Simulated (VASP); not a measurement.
## MgB2: single point with revPBE

Crystal: MgB2.

```
Mg B
1.0
     3.09588    0.00000    0.00000
    -1.54794    2.68111    0.00000
     0.00000    0.00000    3.54110
Mg B
1 2
Direct
  0.00000 0.00000 0.00000
  0.66667 0.33333 0.50000
  0.33333 0.66667 0.50000
```

```yaml
Program: VASP 6.6.1
Task: single point
Functional: revPBE
Potentials_or_basis: VASP PAW PBE potentials, release 64 (Mg, B)
Cutoff: 520 eV
k_mesh: 10 × 10 × 8
Occupations: fermi-dirac, width 0.05 eV
Spin: no spin polarisation
Dipole_correction: no
Further_INCAR_settings: ALGO = Normal; EDIFF = 1e-06; NBANDS = 11
```

- Pressure: -0.4 GPa
- Band gap on the k mesh: zero (band 4 reaches 6.38 eV, above the bottom of band 5 at 3.96 eV)

Stress tensor (GPa, compression positive):
```
-0.31  0.00  0.00
 0.00 -0.31  0.00
 0.00  0.00 -0.45
```

Levels at points of the mesh, in eV from the Fermi level:
| k point | band 1 | band 2 | band 3 | band 4 | band 5 | band 6 | band 7 | band 8 |
| --- | --- | --- | --- | --- | --- | --- | --- | --- |
| (0.00, 0.00, 0.00) | -12.42 | -2.97 | 0.33 | 0.33 | 1.57 | 6.23 | 6.23 | 7.89 |
| (0.50, 0.00, 0.00) | -8.58 | -7.83 | -2.19 | 0.17 | 3.01 | 3.79 | 5.21 | 6.99 |
| (0.00, 0.00, 0.50) | -11.18 | -7.40 | 0.70 | 0.70 | 6.57 | 6.57 | 7.87 | 9.60 |
| (0.50, 0.00, 0.50) | -7.62 | -6.94 | -3.58 | -1.90 | -1.31 | 5.56 | 8.71 | 8.81 |

It took 27 s on 1 thread of Intel Xeon 8259CL, on a shared host, peak memory 0.15 GiB.

Caveat: the PAW data sets were made with another functional, which shifts forces and pressure a little.
